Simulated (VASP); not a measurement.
A run of VASP 6.6.1 is set up as follows.

File POSCAR:

```
As
1.0
    2.8123778148      0.0000000000      0.0000000000
    0.0000000000      2.8123778148      0.0000000000
    0.0000000000      0.0000000000      2.8123778148
As
1
Direct
    0.0000000000      0.0000000000      0.0000000000
```

INCAR.step1

```
SYSTEM = As
PREC     = Accurate       ! precision mode
ENCUT    = 520            ! plane-wave cutoff, eV
ISMEAR   = -1             ! smearing method
SIGMA    = 0.1            ! smearing width, eV
LREAL    = .FALSE.        ! projectors in reciprocal space
LASPH    = .TRUE.         ! aspherical terms in the spheres
NELM     = 100            ! most SCF steps
NBANDS   = 8              ! bands
GGA      = PE             ! functional
ALGO     = Normal         ! electronic algorithm
EDIFF    = 1E-4           ! SCF threshold, eV
LWAVE    = .TRUE.         ! write WAVECAR
LCHARG   = .FALSE.        ! write CHGCAR
```

The input INCAR.step2:

```
SYSTEM = As
PREC     = Accurate       ! precision mode
ENCUT    = 520            ! plane-wave cutoff, eV
EDIFF    = 1E-6           ! SCF threshold, eV
ISMEAR   = -1             ! smearing method
SIGMA    = 0.1            ! smearing width, eV
LREAL    = .FALSE.        ! projectors in reciprocal space
LASPH    = .TRUE.         ! aspherical terms in the spheres
NELM     = 100            ! most SCF steps
ALGO     = Normal         ! electronic algorithm
ISIF     = 2              ! what is computed and relaxed
LWAVE    = .FALSE.        ! write WAVECAR
LCHARG   = .TRUE.         ! write CHGCAR
METAGGA  = R2SCAN         ! meta-GGA
LMIXTAU  = .TRUE.       
LELF     = .TRUE.         ! ELF
LVHAR    = .TRUE.       
NBANDS   = 8              ! bands
ISTART   = 1
```

KPOINTS

```
regular mesh
0
G
  13 13 13
  0 0 0
```

Potentials or basis: VASP PAW PBE potentials, release 64 (As).

Command:

```sh
$ cat potpaw_PBE.64/As/POTCAR > POTCAR
$ cp INCAR.step1 INCAR
$ mpirun -np 1 vasp_std > vasp.out
$ cp INCAR.step2 INCAR
$ mpirun -np 1 vasp_std > vasp.out
```

Task: What does it give for the pressure?

Result: -7.9 GPa.

Caveat: the PAW data sets were made with another functional, which shifts forces and pressure a little.
